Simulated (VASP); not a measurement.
# Te (P6/mmm) in VASP: notebook

The runs below take Te through single point, relaxation of cell and atoms, with PBEsol.

Everything below comes from runs of VASP 6.6.1. Logs are shortened: lines on timing, memory, paths and dates and some standing lists are left out, and cuts for length are marked.

## Step 1: The cell of the first run

It takes space group P6/mmm (No. 191, hexagonal). Conventional cell: a = 3.299 Å, b = 3.299 Å, c = 3.083 Å, α = 90.00°, β = 90.00°, γ = 120.00°. Te (site symmetry 6/mmm) has 8 Te at 3.08 to 3.30 Å within 4.1 Å.

## Step 2: Single point, PBEsol

Contents of INCAR:

```
SYSTEM = Te
ALGO     = Normal         ! electronic algorithm
EDIFF    = 1E-6           ! SCF threshold, eV
ENCUT    = 520            ! plane-wave cutoff, eV
GGA      = PS             ! functional
ISIF     = 2              ! what is computed and relaxed
ISMEAR   = 0              ! smearing method
LASPH    = .True.         ! aspherical terms in the spheres
LCHARG   = .False.        ! write CHGCAR
LREAL    = .False.        ! projectors in reciprocal space
LWAVE    = .False.        ! write WAVECAR
NBANDS   = 9              ! bands
NELM     = 100            ! most SCF steps
PREC     = Accurate       ! precision mode
SIGMA    = 0.1            ! smearing width, eV
```

Contents of KPOINTS:

```
k-points
0
Gamma
  6 6 6
  0 0 0
```

Contents of POSCAR:

```
Te
1.0
    3.2992736928      0.0000000000      0.0000000000
   -1.6496368464      2.8572548320      0.0000000000
    0.0000000000      0.0000000000      3.0827454012
Te
1
Direct
    0.0000000000      0.0000000000      0.0000000000
```

Potentials or basis: VASP PAW PBE potentials, release 64 (Te).

Run with:

```bash
$ cat potpaw_PBE.64/Te/POTCAR > POTCAR
$ mpirun -np 1 vasp_std > vasp.out
```

OUTCAR:

```text
SYSTEM = Te
   EDIFF = 1E-6
   ENCUT = 520
   GGA = PS
   ISIF = 2
   ISMEAR = 0
   LASPH = .True.
   LREAL = .False.
   NELM = 100
   PREC = Accurate

 ion  position               nearest neighbor table
   1  0.000  0.000  0.000-

  LATTYP: Found a hexagonal cell.
 ALAT       =     3.2992736928
 C/A-ratio  =     0.9343709217

  Lattice vectors:

 A1 = (   3.2992736928,   0.0000000000,   0.0000000000)
 A2 = (  -1.6496368464,   2.8572548320,   0.0000000000)
 A3 = (   0.0000000000,   0.0000000000,   3.0827454012)

Analysis of symmetry for initial positions (statically):
=====================================================================
 Subroutine PRICEL returns:
 Original cell was already a primitive cell.

 Routine SETGRP: Setting up the symmetry group for a
 hexagonal supercell.

 Subroutine GETGRP returns: Found 24 space group operations
 (whereof 24 operations were pure point group operations)
 out of a pool of 24 trial point group operations.

The static configuration has the point symmetry D_6h.

Analysis of symmetry for dynamics (positions and initial velocities):
=====================================================================
 Subroutine PRICEL returns:
 Original cell was already a primitive cell.

 Routine SETGRP: Setting up the symmetry group for a
 hexagonal supercell.

 Subroutine GETGRP returns: Found 24 space group operations
 (whereof 24 operations were pure point group operations)
 out of a pool of 24 trial point group operations.

The dynamic configuration has the point symmetry D_6h.

 Subroutine INISYM returns: Found 24 space group operations
 (whereof 24 operations are pure point group operations),
 and found     1 'primitive' translations

----------------------------------------------------------------------------------------

                                     Primitive cell

  volume of cell :      29.0606

  direct lattice vectors                    reciprocal lattice vectors
     3.299273693  0.000000000  0.000000000     0.303097013  0.174993142  0.000000000
    -1.649636846  2.857254832  0.000000000     0.000000000  0.349986284  0.000000000
     0.000000000  0.000000000  3.082745401     0.000000000  0.000000000  0.324386179

  length of vectors
     3.299273693  3.299273693  3.082745401     0.349986284  0.349986284  0.324386179

  position of ions in fractional coordinates (direct lattice)
     0.000000000  0.000000000  0.000000000

  ion indices of the primitive-cell ions
   primitive index   ion index
                 1           1

----------------------------------------------------------------------------------------

 KPOINTS: k-points

Automatic generation of k-mesh.
 Grid dimensions read from file:
 generate k-points for:    6    6    6

 Generating k-lattice:

  Cartesian coordinates                     Fractional coordinates (reciprocal lattice)
     0.050516169  0.029165524  0.000000000     0.166666667  0.000000000  0.000000000
     0.000000000  0.058331047  0.000000000     0.000000000  0.166666667  0.000000000
     0.000000000  0.000000000  0.054064363     0.000000000  0.000000000  0.166666667

  Length of vectors
     0.058331047  0.058331047  0.054064363

  Shift w.r.t. Gamma in fractional coordinates (k-lattice)
     0.000000000  0.000000000  0.000000000

 Subroutine IBZKPT returns following result:
 ===========================================

 Found     28 irreducible k-points:

 Following reciprocal coordinates:
            Coordinates               Weight
  0.000000  0.000000  0.000000      1.000000
  0.166667 -0.000000  0.000000      6.000000
  0.333333 -0.000000  0.000000      6.000000
  0.500000 -0.000000  0.000000      3.000000
  0.166667  0.166667  0.000000      6.000000
  0.333333  0.166667  0.000000     12.000000
[... 16 lines left out ...]
  0.166667 -0.000000  0.500000      6.000000
  0.333333 -0.000000  0.500000      6.000000
 [... further k-points ...]
   k-points           NKPTS =     28   k-points in BZ     NKDIM =     28   number of bands    NBANDS=      9
   number of dos      NEDOS =    301   number of ions     NIONS =      1
   total plane-waves  NPLWV =  18816
   dimension x,y,z NGX =    28 NGY =   28 NGZ =   24
   dimension x,y,z NGXF=    56 NGYF=   56 NGZF=   48
   ions per type =               1
   NGX,Y,Z   is equivalent  to a cutoff of  14.11, 14.11, 12.94 a.u.
   NGXF,Y,Z  is equivalent  to a cutoff of  28.22, 28.22, 25.89 a.u.
 SYSTEM =  Te
   PREC   = accura    normal or accurate (medium, high low for compatibility)
   ISTART =      0    job   : 0-new  1-cont  2-samecut
   ICHARG =      2    charge: 1-file 2-atom 10-const
   ISPIN  =      1    spin polarized calculation?
   LNONCOLLINEAR =      F non collinear calculations
   LSORBIT =      F    spin-orbit coupling
   LASPH  =      T    aspherical Exc in radial PAW
   ENCUT  =  520.0 eV  38.22 Ry    6.18 a.u.   6.13  6.13  5.73*2*pi/ulx,y,z
   NELM   =    100;   NELMIN=  2; NELMDL= -5     # of ELM steps
   EDIFF  = 0.1E-05   stopping-criterion for ELM
   LREAL  =      F    real-space projection
   EDIFFG = 0.1E-04   stopping-criterion for IOM
   NSW    =      0    number of steps for IOM
   IBRION =     -1    ionic relax: 0-MD 1-quasi-New 2-CG
   NFREE  =      0    steps in history (QN), initial steepest desc. (CG)
   ISIF   =      2    stress and relaxation
   ISYM   =      2    0-nonsym 1-usesym 2-fastsym
   POTIM  = 0.5000    time-step for ionic-motion
   TEBEG  =    0.0;   TEEND  =   0.0 temperature during run
   PSTRESS=    0.0 pullay stress
   NELECT =       6.0000    total number of electrons
   NUPDOWN=      -1.0000    fix difference up-down
   EMIN   =  10.00;   EMAX   =-10.00  energy-range for DOS
   EFERMI =   0.00;   METHOD = LEGACY
   ISMEAR =     0;   SIGMA  =   0.10  broadening in eV -4-tet -1-fermi 0-gaus
   EFERMI_NEDOS =   21; number of points for ismear=-14 and -15
   IALGO  =     38    algorithm
   IMIX   =      4    mixing-type and parameters
     AMIX     =   0.40;   BMIX     =  1.00
     AMIX_MAG =   1.60;   BMIX_MAG =  1.00
  volume/ion in A,a.u.               =      29.06       196.11
  Fermi-wavevector in a.u.,A,eV,Ry     =   0.967588  1.828475 12.738123  0.936226
  Thomas-Fermi vector in A             =   2.097486
   LORBIT       =      0    0 simple, 1 ext, 2 COOP (PROOUT), +10 PAW based schemes
   GGA     = PS    functional components
   LHFCALC =     F    Hartree Fock is set to
   AEXX    =    0.0000 exact exchange contribution
   IVDW    =     0    specifies the selected vdW correction
   LEPSILON=     F    determine dielectric tensor
   LRPA    =     F    only Hartree local field effects (RPA)
 non-spin polarized calculation
 Gauss-broadening in eV      SIGMA  =   0.10
  energy-cutoff  :      520.00
  volume of cell :       29.06
 maximum number of plane-waves:       798
 NGX is ok and might be reduce to    28
   NGX = 13   NGY = 13   NGZ = 11

 number of electron       6.0000000 magnetization

 Free energy of the ion-electron system (eV)
  ---------------------------------------------------
  ext. energy  EPLUGINS =         0.00000000
  ---------------------------------------------------
  free energy    TOTEN  =        -3.32680743 eV

  energy without entropy =       -3.32542356  energy(sigma->0) =       -3.32611550

 E-fermi :   7.6619     XC(G=0): -10.0228

 val. band max:        7.4625078459   @ k =   0.5000  -0.0000   0.0000
 cond. band min:       7.7651075656   @ k =   0.3333  -0.0000   0.1667
 fundamental gap:      0.3025997196
 Fermi energy:         7.6618555361

 k-point     1 :       0.0000    0.0000    0.0000
  band No.  band energies     occupation
      1      -6.5187      2.00000
      2       9.2638      0.00000
      3       9.8912      0.00000
      4       9.8912      0.00000
      5      13.8537      0.00000
      6      15.5887      0.00000
      7      16.9535      0.00000
      8      16.9535      0.00000
      9      18.1561      0.00000

 k-point     2 :       0.1667   -0.0000    0.0000
  band No.  band energies     occupation
      1      -6.0783      2.00000
      2       7.0301      2.00000
      3       9.0780      0.00000
      4       9.6630      0.00000
      5      14.2102      0.00000
      6      14.7354      0.00000
      7      18.2507      0.00000
      8      18.5897      0.00000
      9      22.3117      0.00000

 k-point     3 :       0.3333   -0.0000    0.0000
  band No.  band energies     occupation
      1      -4.8925      2.00000
      2       3.2377      2.00000
      3       7.9206      0.00025
      4      10.6501      0.00000
      5      12.8573      0.00000
      6      15.8197      0.00000
      7      20.3585      0.00000
      8      20.7079      0.00000
      9      22.1827      0.00000

 k-point     4 :       0.5000   -0.0000    0.0000
  band No.  band energies     occupation
      1      -3.9406      2.00000
      2       1.3447      2.00000
      3       7.4625      1.99519
      4      11.3107      0.00000
      5      12.3573      0.00000
      6      17.4511      0.00000
      7      18.6258      0.00000
      8      18.9392      0.00000
      9      24.9088      0.00000
[... 205 lines left out ...]
 k-point    22 :       0.0000    0.0000    0.5000
  band No.  band energies     occupation
      1      -4.4045      2.00000
      2       1.0239      2.00000
      3      11.5226      0.00000
      4      11.5226      0.00000
      5      18.0727      0.00000
      6      18.9448      0.00000
      7      18.9796      0.00000
      8      18.9796      0.00000
      9      19.6861      0.00000

 k-point    23 :       0.1667   -0.0000    0.5000
  band No.  band energies     occupation
      1      -3.9556      2.00000
      2       1.4377      2.00000
      3       8.9261      0.00000
      4      10.7380      0.00000
      5      14.8055      0.00000
      6      16.8214      0.00000
      7      18.4539      0.00000
      8      19.3348      0.00000
      9      20.5109      0.00000

 k-point    24 :       0.3333   -0.0000    0.5000
  band No.  band energies     occupation
      1      -2.7313      2.00000
      2       2.5018      2.00000
      3       5.1505      2.00000
      4       9.5897      0.00000
      5      11.3052      0.00000
      6      15.3966      0.00000
      7      17.2794      0.00000
      8      17.6566      0.00000
      9      23.8756      0.00000

 [... further k-points ...]
[... 5 lines left out ...]
  --------------------------------------------------------------------------------------
  -------------------------------------------------------------------------------------
  Total        0.0470210      0.0470210      0.0764529      0.0000000     -0.0000000      0.0000000
  in kB        2.5923744      2.5923744      4.2150174      0.0000000     -0.0000000      0.0000000
  external PRESSURE =       3.1332554 kB  Pullay stress =       0.0000000 kB

 VOLUME and BASIS-vectors are now :
 -----------------------------------------------------------------------------
  energy-cutoff  :      520.00
  volume of cell :       29.06
      direct lattice vectors                 reciprocal lattice vectors
     3.299273693  0.000000000  0.000000000     0.303097013  0.174993142  0.000000000
    -1.649636846  2.857254832  0.000000000     0.000000000  0.349986284  0.000000000
     0.000000000  0.000000000  3.082745401     0.000000000  0.000000000  0.324386179

 POSITION                                       TOTAL-FORCE (eV/Angst)
 -----------------------------------------------------------------------------------
      0.00000      0.00000      0.00000         0.000000      0.000000      0.000000
 -----------------------------------------------------------------------------------
    total drift:                                0.000000      0.000000      0.000000

  FREE ENERGIE OF THE ION-ELECTRON SYSTEM (eV)
  ---------------------------------------------------
  free  energy   TOTEN  =        -3.3268074349 eV

  energy  without entropy=       -3.3254235554  energy(sigma->0) =       -3.32611550
```

Run time: 2.9 s. Hardware: 1 thread of Intel Xeon 6975P-C (Granite Rapids), shared host; peak memory 0.14 GiB.

Results:

- Free energy: -3.3268 eV
- Pressure: 0.3 GPa
- Band gap on the k mesh: zero (band 3 reaches 11.52 eV, above the bottom of band 4 at 4.72 eV)

Caveat: the k points lie up to 0.37 Å⁻¹ apart; the PAW data sets were made with another functional, which shifts forces and pressure a little; spin-orbit coupling is left out, which moves the levels of the heavy elements.

## Step 3: Relaxation of cell and atoms, PBEsol

This run uses another cell than the first one, of 33.90 Å³/atom, 1.167 times its volume.

Contents of INCAR:

```
SYSTEM = Te
ALGO = Normal
EDIFF = 1E-7
EDIFFG = -0.04
ENCUT = 600
GGA = PS
IBRION = 2
ISIF = 3
ISMEAR = 0
LASPH = .True.
LCHARG = .False.
LREAL = .False.
LWAVE = .False.
NELM = 100
NSW = 90
PREC = Accurate
SIGMA = 0.1
```

KPOINTS is that of step 2.

Contents of POSCAR:

```
Te
1.0
    3.4731943785      0.0000000000      0.0000000000
   -1.7365971893      3.0078745641      0.0000000000
    0.0000000000      0.0000000000      3.2452659974
Te
1
Direct
    0.0000000000      0.0000000000      0.0000000000
```

Potentials or basis: VASP PAW PBE potentials, release 64 (Te).

Run with:

```bash
$ cat potpaw_PBE.64/Te/POTCAR > POTCAR
$ mpirun -np 1 vasp_std > vasp.out
```

Wall time 22 s (1 thread of Intel Xeon 6975P-C (Granite Rapids), shared host); peak memory 0.16 GiB.

It converged, with:

```
Free energy                            : -3.3271 eV
Relaxed volume                         : 29.22 Å³/atom
Relaxed cell                           : a = 3.305 Å, b = 3.305 Å, c = 3.089 Å, α = 90.00°, β = 90.00°, γ = 120.00°
Space group after relaxing (to 0.05 Å) : P6/mmm (No. 191)
Energy gained by relaxing              : 110.0 meV/atom
Ionic steps                            : 6
Pressure after relaxing                : 0.0 GPa
Band gap on the k mesh                 : zero (band 3 reaches 11.41 eV, above the bottom of band 4 at 4.66 eV)
```

The path:
```csv
step,energy change (eV),largest force (eV/Å),pressure (GPa),volume (Å³)
1,0.0000,0.0000,-6.46,33.90
2,-0.0909,0.0000,4.02,27.63
3,-0.1099,0.0000,-0.01,29.22
4,-0.1098,0.0000,0.18,29.13
5,-0.1100,0.0000,-0.12,29.26
6,-0.1100,0.0000,-0.04,29.22
```

Final structure:
```
CELL_PARAMETERS angstrom
3.30510 0.00000 0.00000
-1.65255 2.86230 0.00000
0.00000 0.00000 3.08906
ATOMIC_POSITIONS crystal
Te 0.00000 0.00000 0.00000
```

Levels at points of the mesh, in eV from the Fermi level:
```
           k point  band 1  band 2  band 3  band 4  band 5  band 6  band 7
(0.00, 0.00, 0.00)  -14.13    1.59    2.22    2.22    6.19    7.89    9.29
(0.50, 0.00, 0.00)  -11.58   -6.27   -0.19    3.62    4.71    9.76   10.96
(0.00, 0.00, 0.50)  -12.04   -6.59    3.83    3.83   10.40   11.23   11.30
(0.50, 0.00, 0.50)   -9.38   -4.44   -4.36    1.46    2.05    7.27    9.21
```

Caveat: the PAW data sets were made with another functional, which shifts forces and pressure a little; spin-orbit coupling is left out, which moves the levels of the heavy elements.
